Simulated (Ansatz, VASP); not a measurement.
One calculation of La, two programs

INCAR

```
SYSTEM = La
ALGO = Normal
EDIFF = 1E-6
ENCUT = 500
GGA = PE
GGA_COMPAT = .False.
ISIF = 2
ISMEAR = -1
LASPH = .True.
LCHARG = .False.
LMAXMIX = 6
LREAL = .False.
LWAVE = .False.
NBANDS = 12
NELM = 200
PREC = Accurate
SIGMA = 0.08
```

Contents of KPOINTS:

```
k-points
0
Gamma
  12 12 12
  0 0 0
```

Contents of POSCAR:

```
La
1.0
    2.5521790976      0.0000000000      0.0000000000
    0.0000000000      2.5521790976      0.0000000000
    0.0000000000      0.0000000000      2.5521790976
La
1
Direct
    0.0000000000      0.0000000000      0.0000000000
```

Input for Ansatz:

```yaml
crystal:
  lattice:
    - [2.5521790976, 0.0, 0.0]
    - [0.0, 2.5521790976, 0.0]
    - [0.0, 0.0, 2.5521790976]
  atoms:
    - { symbol: La, position: [0.0, 0.0, 0.0] }
kpoints:
  mp_grid: { grid: [12, 12, 12] }
scf:
  occupations: { method: fermi_dirac, width: 0.08 }
hamiltonian:
  xc: pbe
  pseudopotentials: { kind: all_electron, lapw: { basis_error: 0.001 } }
output:
  forces: true
  stress: true
  eigenvalues: true
  populations: true
```

Change from the starting cell: volume scaled by 0.45, LAPW.

Alike in both runs: task single point; functional PBE; k mesh 12 × 12 × 12; occupations fermi-dirac, width 0.08 eV; no spin polarisation.

|  | VASP | Ansatz |
| --- | --- | --- |
| version | VASP 6.6.1 | Ansatz 0.2.0 |
| potentials or method | VASP PAW PBE potentials, release 64 (La), cutoff 500 eV | all-electron LAPW, scalar-relativistic |

|  | VASP | Ansatz | Ansatz less VASP |
| --- | --- | --- | --- |
| pressure (GPa) | 119.6 | 119.3 | -0.35 |

Both programs put the cell under a high pressure, so it lies far from rest at this level. Ansatz ran all-electron here, and VASP with PAW potentials.

Spin-orbit coupling is off throughout. Noted on VASP's run: the cell as given lies far from equilibrium.
